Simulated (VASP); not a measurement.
# Ir (Fm-3m) in VASP: further runs

The runs below take Ir through single point, with LDA, BLYP, PBE, revPBE+D4.

Everything below comes from runs of VASP 6.6.1. Logs are shortened: lines on timing, memory, paths and dates and some standing lists are left out, and cuts for length are marked.

## Step 1: The cell of the first run

Symmetry: Fm-3m, No. 225, cubic system. The conventional cell has a = 3.831 Å, b = 3.831 Å, c = 3.831 Å, α = 90.00°, β = 90.00°, γ = 90.00°. Within 3.6 Å of Ir (site symmetry m-3m) lie 12 Ir at 2.71 Å.

## Step 2: Single point, LDA

File INCAR:

```
PREC = Accurate
ENCUT = 500
EDIFF = 1E-6
ISMEAR = -1
SIGMA = 0.05
LREAL = F
LASPH = T
NELM = 120
ALGO = Normal
ISIF = 2
LWAVE = F
LCHARG = F
NBANDS = 14
GGA_COMPAT = F
```

File KPOINTS:

```
Automatic mesh
0
Gamma
  12 12 12
```

File POSCAR:

```
Ir
1.0
    0.0000000000      1.9156000000      1.9156000000
    1.9156000000      0.0000000000      1.9156000000
    1.9156000000      1.9156000000      0.0000000000
Ir
1
Direct
    0.0000000000      0.0000000000      0.0000000000
```

Potentials or basis: VASP PAW LDA potentials, release 64 (Ir_sv_GW).

On the command line:

```bash
cat potpaw_LDA.64/Ir_sv_GW/POTCAR > POTCAR
mpirun -np 1 vasp_std > vasp.out
```

OUTCAR:

```text
PREC = Accurate
   ENCUT = 500
   EDIFF = 1E-6
   ISMEAR = -1
   LREAL = F
   LASPH = T
   NELM = 120
   ISIF = 2

 ion  position               nearest neighbor table
   1  0.000  0.000  0.000-

  LATTYP: Found a face centered cubic cell.
 ALAT       =     3.8312000000

  Lattice vectors:

 A1 = (   0.0000000000,   1.9156000000,   1.9156000000)
 A2 = (   1.9156000000,   0.0000000000,   1.9156000000)
 A3 = (   1.9156000000,   1.9156000000,   0.0000000000)

Analysis of symmetry for initial positions (statically):
[... 5 lines left out ...]
 face centered cubic supercell.

 Subroutine GETGRP returns: Found 48 space group operations
 (whereof 48 operations were pure point group operations)
 out of a pool of 48 trial point group operations.

The static configuration has the point symmetry O_h .

Analysis of symmetry for dynamics (positions and initial velocities):
[... 5 lines left out ...]
 face centered cubic supercell.

 Subroutine GETGRP returns: Found 48 space group operations
 (whereof 48 operations were pure point group operations)
 out of a pool of 48 trial point group operations.

The dynamic configuration has the point symmetry O_h .

 Subroutine INISYM returns: Found 48 space group operations
 (whereof 48 operations are pure point group operations),
 and found     1 'primitive' translations

----------------------------------------------------------------------------------------

                                     Primitive cell

  volume of cell :      14.0587

  direct lattice vectors                    reciprocal lattice vectors
     0.000000000  1.915600000  1.915600000    -0.261014826  0.261014826  0.261014826
     1.915600000  0.000000000  1.915600000     0.261014826 -0.261014826  0.261014826
     1.915600000  1.915600000  0.000000000     0.261014826  0.261014826 -0.261014826

  length of vectors
     2.709067500  2.709067500  2.709067500     0.452090940  0.452090940  0.452090940

  position of ions in fractional coordinates (direct lattice)
     0.000000000  0.000000000  0.000000000

  ion indices of the primitive-cell ions
   primitive index   ion index
                 1           1

----------------------------------------------------------------------------------------

 KPOINTS: Automatic mesh

Automatic generation of k-mesh.
 Grid dimensions read from file:
 generate k-points for:   12   12   12

 Generating k-lattice:

  Cartesian coordinates                     Fractional coordinates (reciprocal lattice)
[... 54 lines left out ...]
   ISPIN  =      1    spin polarized calculation?
   LNONCOLLINEAR =      F non collinear calculations
   LSORBIT =      F    spin-orbit coupling
   LASPH  =      T    aspherical Exc in radial PAW
   ENCUT  =  500.0 eV  36.75 Ry    6.06 a.u.   4.94  4.94  4.94*2*pi/ulx,y,z
   NELM   =    120;   NELMIN=  2; NELMDL= -5     # of ELM steps
   EDIFF  = 0.1E-05   stopping-criterion for ELM
   LREAL  =      F    real-space projection
   EDIFFG = 0.1E-04   stopping-criterion for IOM
   NSW    =      0    number of steps for IOM
   IBRION =     -1    ionic relax: 0-MD 1-quasi-New 2-CG
   NFREE  =      0    steps in history (QN), initial steepest desc. (CG)
   ISIF   =      2    stress and relaxation
   ISYM   =      2    0-nonsym 1-usesym 2-fastsym
   POTIM  = 0.5000    time-step for ionic-motion
   TEBEG  =    0.0;   TEEND  =   0.0 temperature during run
   PSTRESS=    0.0 pullay stress
   NELECT =      17.0000    total number of electrons
   NUPDOWN=      -1.0000    fix difference up-down
   EMIN   =  10.00;   EMAX   =-10.00  energy-range for DOS
[... 5 lines left out ...]
     AMIX     =   0.40;   BMIX     =  1.00
     AMIX_MAG =   1.60;   BMIX_MAG =  1.00
  volume/ion in A,a.u.               =      14.06        94.87
  Fermi-wavevector in a.u.,A,eV,Ry     =   1.744120  3.295909 41.388295  3.041954
  Thomas-Fermi vector in A             =   2.816061
   LORBIT       =      0    0 simple, 1 ext, 2 COOP (PROOUT), +10 PAW based schemes
   GGA     = CA    functional components
   LHFCALC =     F    Hartree Fock is set to
   AEXX    =    0.0000 exact exchange contribution
   IVDW    =     0    specifies the selected vdW correction
   LEPSILON=     F    determine dielectric tensor
   LRPA    =     F    only Hartree local field effects (RPA)
 non-spin polarized calculation
  energy-cutoff  :      500.00
  volume of cell :       14.06
 maximum number of plane-waves:       368
   NGX =  9   NGY =  9   NGZ =  9

 number of electron      17.0000000 magnetization

 Free energy of the ion-electron system (eV)
  ---------------------------------------------------
  ext. energy  EPLUGINS =         0.00000000
  ---------------------------------------------------
  free energy    TOTEN  =       -10.91968229 eV

  energy without entropy =      -10.91505455  energy(sigma->0) =      -10.91736842

 E-fermi :  12.8141     XC(G=0): -14.8253

 val. band max:       12.7873927098   @ k =   0.3333   0.0833   0.0000
 cond. band min:      12.8163058934   @ k =  -0.2500   0.0833   0.0000
 fundamental gap:      0.0289131836
 Fermi energy:        12.8141027895

 k-point     1 :       0.0000    0.0000    0.0000
  band No.  band energies     occupation
      1     -79.7579      2.00000
      2     -36.4379      2.00000
      3     -36.4379      2.00000
      4     -36.4379      2.00000
      5       1.6312      2.00000
      6       8.8340      2.00000
      7       8.8340      2.00000
      8       8.8340      2.00000
      9      11.5800      2.00000
     10      11.5800      2.00000
     11      26.4142      0.00000
     12      31.9183      0.00000
     13      31.9183      0.00000
     14      31.9183      0.00000
[... 377 lines left out ...]
      1     -79.6832      2.00000
      2     -37.1826      2.00000
      3     -36.7035      2.00000
      4     -36.5846      2.00000
      5       5.5631      2.00000
      6       7.9755      2.00000
      7       9.5721      2.00000
      8       9.7897      2.00000
      9      13.2353      0.00044
     10      16.6130      0.00000
     11      20.0848      0.00000
     12      27.7469      0.00000
     13      30.0221      0.00000
     14      31.9721      0.00000

 [... further k-points ...]
[... 5 lines left out ...]
  --------------------------------------------------------------------------------------
  -------------------------------------------------------------------------------------
  Total       -0.7320641     -0.7320641     -0.7320641     -0.0000000      0.0000000      0.0000000
  in kB      -83.4286437    -83.4286437    -83.4286437     -0.0000000      0.0000000      0.0000000
  external PRESSURE =     -83.4286437 kB  Pullay stress =       0.0000000 kB

 VOLUME and BASIS-vectors are now :
 -----------------------------------------------------------------------------
  energy-cutoff  :      500.00
  volume of cell :       14.06
      direct lattice vectors                 reciprocal lattice vectors
     0.000000000  1.915600000  1.915600000    -0.261014826  0.261014826  0.261014826
     1.915600000  0.000000000  1.915600000     0.261014826 -0.261014826  0.261014826
     1.915600000  1.915600000  0.000000000     0.261014826  0.261014826 -0.261014826

 POSITION                                       TOTAL-FORCE (eV/Angst)
 -----------------------------------------------------------------------------------
      0.00000      0.00000      0.00000        -0.000000     -0.000000     -0.000000
 -----------------------------------------------------------------------------------
    total drift:                                0.000000     -0.000000     -0.000000

  FREE ENERGIE OF THE ION-ELECTRON SYSTEM (eV)
  ---------------------------------------------------
  free  energy   TOTEN  =       -10.9196822918 eV

  energy  without entropy=      -10.9150545500  energy(sigma->0) =      -10.91736842
```

stdout:

```text
POSCAR found type information on POSCAR Ir
 POSCAR found :  1 types and       1 ions
 scaLAPACK will be used
 LDA part: xc-table for (Slater(with rela. corr.)+CA(PZ))
 , standard interpolation
 POSCAR, INCAR and KPOINTS ok, starting setup
 FFT: planning ... GRIDC
 FFT: planning ... GRID_SOFT
 FFT: planning ... GRID
 WAVECAR not read
 entering main loop
```

Run time: 7.9 s. Hardware: 1 thread of Intel Xeon Platinum 8375C at 2.90GHz (Ice Lake), shared host; peak memory 0.13 GiB.

What came out:

```
Free energy : -10.9197 eV
Pressure    : -8.3 GPa
```

Caveat: spin-orbit coupling is left out, which moves the levels of the heavy elements.

[end of part 1 of 2]
